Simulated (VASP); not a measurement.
# WC (P1) in VASP: further runs, part 2 of 2

VASP 6.6.1. The steps go on from the part before.

## (3) Single point, PBEsol

INCAR reads:

```
SYSTEM = WC
PREC = Accurate ; ENCUT = 520
EDIFF = 1E-6 ; ISMEAR = -1
SIGMA = 0.24 ; LREAL = Auto
LASPH = .True. ; NELM = 100
ALGO = Normal ; ISIF = 2
LWAVE = .False. ; LCHARG = .False.
GGA = PS ; NBANDS = 86
```

KPOINTS reads:

```
Automatic mesh
0
Gamma
  2 2 2
  0 0 0
```

POSCAR reads:

```
WC
1.0
   -2.9953670000     -5.1881280000      0.0000000000
    4.4930510000     -2.5940640000      0.0000000000
    0.0000000000      0.0000000000      5.8509640000
W C
8 8
Direct
    0.7397379461      0.4642695203     -0.0204581672
    0.7062564130      0.5346249471      0.5091297776
    0.4807201785     -0.0177088222      0.0069390275
    0.4955857587      0.0092278559      0.5047715214
    0.2566644429      0.4935853615      0.0177064839
    0.2162878990      0.4872550156      0.5244264022
   -0.0183520760     -0.0119453803     -0.0038967938
   -0.0031627682     -0.0013072746      0.5051988014
    0.4504352203      0.7217186706      0.2555305416
    0.4359192498      0.7034503137      0.7443559728
    0.2106263470      0.1980843772      0.2337392607
    0.2281133665      0.1009299138      0.7416897455
   -0.0057589845      0.6751870227      0.2828422803
   -0.0032405465      0.7018378768      0.7852893985
    0.7206153578      0.1007127368      0.2512064679
    0.7841421826      0.1906930540      0.7280680585
```

Potentials or basis: VASP PAW PBE potentials, release 64 (W_sv, C).

On the command line:

```console
cat potpaw_PBE.64/W_sv/POTCAR potpaw_PBE.64/C/POTCAR > POTCAR
mpirun -np 1 vasp_std > vasp.out
```

OUTCAR:

```text
SYSTEM = WC
   PREC = Accurate
   ENCUT = 520
   EDIFF = 1E-6
   ISMEAR = -1
   LREAL = Auto
   LASPH = .True.
   NELM = 100
   ISIF = 2
   GGA = PS

 ion  position               nearest neighbor table
   1  0.740  0.464  0.980-  16 2.06  14 2.28  15 2.47  13 2.58  10 2.60   9 2.72   2 2.78   7 2.87
                             5 2.91   3 2.95   7 3.08   3 3.11   5 3.11   2 3.13
   2  0.706  0.535  0.509-  16 2.25  13 2.29  10 2.30   9 2.34  14 2.53  15 2.71   4 2.77   1 2.78
                             6 2.95   8 2.97   4 3.00   6 3.07   1 3.13   8 3.28
   3  0.481  0.982  0.007-   9 1.99  15 2.12  10 2.13  12 2.25  11 2.37  16 2.67   5 2.87   4 2.92
                             4 2.94   1 2.95   5 2.97   7 2.99   7 3.00   1 3.11
   4  0.496  0.009  0.505-  15 2.06   9 2.10  10 2.15  12 2.17  16 2.36  11 2.53   2 2.77   3 2.92
                             3 2.94   8 2.99   6 2.99   8 3.00   2 3.00   6 3.19
   5  0.257  0.494  0.018-  11 2.01   9 2.16  10 2.21  14 2.33  13 2.40  12 2.61   3 2.87   6 2.90
                             1 2.91   3 2.97   6 2.97   7 3.05   7 3.10   1 3.11
   6  0.216  0.487  0.524-  10 2.16  13 2.17  11 2.27  14 2.30  12 2.37   9 2.43   8 2.86   5 2.90
                             2 2.95   8 2.96   5 2.97   4 2.99   2 3.07   4 3.19
   7  0.982  0.988  0.996-  14 1.93  12 2.18  16 2.23  11 2.24  15 2.24  13 2.34   1 2.87   8 2.87
[... 222 lines left out ...]
      6     -64.2015      2.00000
[... 685 lines left out ...]
     83      13.1651      0.00001
     84      13.4384      0.00000
 [bands above 84 left out]

------------------------ aborting loop because EDIFF is reached ----------------------------------------

  FORCE on cell =-STRESS in cart. coord.  units (eV):
  Direction    XX          YY          ZZ          XY          YZ          ZX
  --------------------------------------------------------------------------------------
  -------------------------------------------------------------------------------------
  Total      -15.3235370    -18.1691657    -20.8372933     -3.6673359     -1.3467512      3.9240724
  in kB     -135.0054882   -160.0764284   -183.5835261    -32.3104564    -11.8653291     34.5723904
  external PRESSURE =    -159.5551476 kB  Pullay stress =       0.0000000 kB

 VOLUME and BASIS-vectors are now :
 -----------------------------------------------------------------------------
  energy-cutoff  :      520.00
  volume of cell :      181.85
      direct lattice vectors                 reciprocal lattice vectors
    -2.995367000 -5.188128000  0.000000000    -0.083462220 -0.144560817  0.000000000
     4.493051000 -2.594064000  0.000000000     0.166924440 -0.096373867  0.000000000
     0.000000000  0.000000000  5.850964000     0.000000000  0.000000000  0.170912007

 POSITION                                       TOTAL-FORCE (eV/Angst)
 -----------------------------------------------------------------------------------
     -0.12980     -5.04220      5.73126         2.571516     -1.284526      2.413048
      0.28660     -5.05100      2.97890        -2.682685     -0.847770     -0.853913
      2.97355     -5.04216      0.04060         2.191622     -0.436882     -1.285679
     -1.44300     -2.59510      2.95340         0.939537      1.417298      0.253971
      1.44890     -2.61200      0.10360         2.972384      1.212571     -0.968364
      1.54140     -2.38610      3.06840         1.503536     -1.644973     -1.204905
[... 8 lines left out ...]
     -1.70600     -3.99990      1.46980         1.909975     -3.223018     -1.287771
     -1.49200     -4.56290      4.25990         0.782503      2.355414      0.732959
 -----------------------------------------------------------------------------------
    total drift:                               -0.011253     -0.008409     -0.004884

  FREE ENERGIE OF THE ION-ELECTRON SYSTEM (eV)
  ---------------------------------------------------
  free  energy   TOTEN  =      -182.5556898231 eV

  energy  without entropy=     -181.5160610318  energy(sigma->0) =     -182.03587543
```

Run time: 2.1 min. Hardware: 1 thread of Intel Xeon 6975P-C (Granite Rapids), shared host; peak memory 0.33 GiB.

What came out:

* Free energy: -182.5557 eV
* Pressure: -16.0 GPa
* Largest force: 5.453 eV/Å
* Band gap on the k mesh: zero (band 72 reaches 10.23 eV, above the bottom of band 73 at 10.14 eV)

Forces in eV/Å, atoms in the order of the input:
```
W    2.572 -1.285  2.413
W   -2.683 -0.848 -0.854
W    2.192 -0.437 -1.286
W    0.940  1.417  0.254
W    2.972  1.213 -0.968
W    1.504 -1.645 -1.205
W    1.773 -1.051  3.245
W    0.240  1.561 -1.611
C   -3.903  1.382  1.445
C   -3.729 -1.215  0.165
C   -2.911  0.620  1.719
C    2.586 -3.379  1.277
C   -0.562  1.673 -1.214
C   -3.683  2.862 -2.825
C    1.910 -3.223 -1.288
C    0.783  2.355  0.733
```

Stress tensor (GPa, compression positive):
```
-13.50  -3.23   3.46
 -3.23 -16.01  -1.19
  3.46  -1.19 -18.36
```

Caveat: the k points lie up to 0.61 Å⁻¹ apart; the PAW data sets were made with another functional, which shifts forces and pressure a little; spin-orbit coupling is left out, which moves the levels of the heavy elements.

## (4) Single point, PBEsol

INCAR reads:

```
SYSTEM = WC
ALGO = Normal
EDIFF = 1E-6
ENCUT = 520
GGA = PS
ISIF = 2
ISMEAR = -1
LASPH = .TRUE.
LCHARG = .TRUE.
LELF = .TRUE.
LREAL = Auto
LVHAR = .TRUE.
LWAVE = .FALSE.
NBANDS = 86
NELM = 100
PREC = Accurate
SIGMA = 0.24
```

KPOINTS reads:

```
k-points
0
G
  2 2 2
  0 0 0
```

POSCAR reads:

```
WC
1.0
   -2.9953670000     -5.1881280000      0.0000000000
    4.4930510000     -2.5940640000      0.0000000000
    0.0000000000      0.0000000000      5.8509640000
W C
8 8
Direct
    0.7049397788      0.4857174669      0.0298241452
    0.7264568593      0.4989270995      0.5277933688
    0.4940775437      0.0014118624      0.0344387694
    0.4510028570      0.0268456945      0.4985674156
    0.2321881575      0.4649376881      0.0432578290
    0.2202301605      0.5011895381      0.5231616534
   -0.0041144184     -0.0127806680      0.0326271021
   -0.0098561579     -0.0169868559      0.5160175315
    0.4420554438      0.7170446738      0.3102052927
    0.4130001645      0.6924664474      0.7545252372
    0.2356688977      0.1400195188      0.2709638959
    0.2388680243      0.1565967974      0.7542175956
   -0.0244637297      0.6435542689      0.2909264183
   -0.0350548910      0.6399877803      0.8033547976
    0.7223995726      0.1540048935      0.2312610366
    0.7820296885      0.2101836640      0.7516026419
```

On the command line:

```console
cat potpaw_PBE.64/W_sv/POTCAR potpaw_PBE.64/C/POTCAR > POTCAR
mpirun -np 1 vasp_std > vasp.out
```

Wall time 1.9 min (1 thread of Intel Xeon 6975P-C (Granite Rapids), shared host); peak memory 0.33 GiB.

The run converged. Its results:

```yaml
Free_energy: -183.1143 eV
Pressure: -16.6 GPa
Largest_force: 8.058 eV/Å
Band_gap_on_the_k_mesh: zero (band 72 reaches 10.23 eV, above the bottom of band 73 at 9.99 eV)
```

Forces on the atoms (eV/Å):
```
W    0.093 -2.760 -1.033
W    1.579 -0.114 -0.495
W    0.234  4.070 -4.103
W   -4.030 -3.825  5.837
W    3.453 -0.654 -2.458
W   -0.186  0.949  1.352
W    0.490  1.629 -1.924
W    2.086  0.839  1.289
C   -4.727  0.978 -3.395
C   -2.159 -2.826  1.937
C    2.510  1.241 -1.834
C    0.919  0.665  2.003
C    0.647  0.138 -1.312
C    0.641 -1.057 -1.017
C   -0.189 -2.184  3.459
C   -1.362  2.911  1.695
```

Stress tensor (GPa, compression positive):
```
-16.19  -1.02  -1.43
 -1.02 -14.79  -3.61
 -1.43  -3.61 -18.96
```

Levels at points of the mesh, in eV from the Fermi level:
| k point | band 70 | band 71 | band 72 | band 73 | band 74 | band 75 |
| --- | --- | --- | --- | --- | --- | --- |
| (0.00, 0.00, 0.00) | -0.57 | -0.24 | 0.05 | 0.14 | 0.55 | 0.97 |
| (0.50, 0.00, 0.00) | -0.79 | -0.27 | 0.14 | 0.20 | 0.50 | 0.59 |
| (0.00, 0.50, 0.00) | -0.50 | -0.23 | -0.02 | 0.71 | 1.03 | 1.50 |
| (0.50, 0.50, 0.00) | -1.38 | -1.10 | -0.87 | 0.91 | 0.96 | 1.29 |
| (0.00, 0.00, 0.50) | -0.87 | -0.14 | -0.07 | 0.12 | 0.25 | 0.67 |
| (0.50, 0.00, 0.50) | -0.96 | -0.83 | -0.79 | -0.10 | 0.09 | 0.20 |
| (0.00, 0.50, 0.50) | -1.13 | -0.98 | -0.57 | 0.21 | 0.67 | 0.76 |
| (0.50, 0.50, 0.50) | -1.25 | -1.14 | -0.79 | 0.28 | 0.60 | 0.84 |

Caveat: the k points lie up to 0.61 Å⁻¹ apart; the PAW data sets were made with another functional, which shifts forces and pressure a little; spin-orbit coupling is left out, which moves the levels of the heavy elements.
